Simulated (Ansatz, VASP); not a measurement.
**Lu2Si3P in VASP and in Ansatz**

```
Lu Si P
1.0
     5.37146    0.00000    0.00000
     0.00000    5.37146    0.00000
     0.00000    0.00000    6.83477
Lu Si P
2 3 1
Direct
  0.00000 0.50000 0.50000
  0.50000 0.00000 0.50000
  0.00000 0.00000 0.16562
  0.00000 0.00000 0.83438
  0.00000 0.00000 0.50000
  0.50000 0.50000 0.50000
```

Alike in both runs: functional PBE; k mesh 4 × 4 × 4; occupations gaussian, width 0.1 eV; no spin polarisation.

Ansatz relaxed the structure, and its values are those at the end. VASP's run is a single point on that final structure, the one shown.

```csv
,VASP,Ansatz
version,VASP 6.6.1,Ansatz 0.2.0
potentials or method,"VASP PAW PBE potentials, release 64 (Lu, Si, P), cutoff 520 eV","scalar-relativistic, plane waves, PAW"
valence electrons in the cell,67,67
```

Ansatz gave:

* gap on the k mesh at the Fermi level (eV): none
* pressure (GPa): 0.2
* rms of the force components (eV/Å): 0.008

Task: Estimate VASP's values.

Result: gap on the k mesh at the Fermi level (eV): none; pressure (GPa): 0.3; rms of the force components (eV/Å): 0.006.

A gap of «none» marks a metal or a gap that the smearing closes.

Spin-orbit coupling is off throughout.
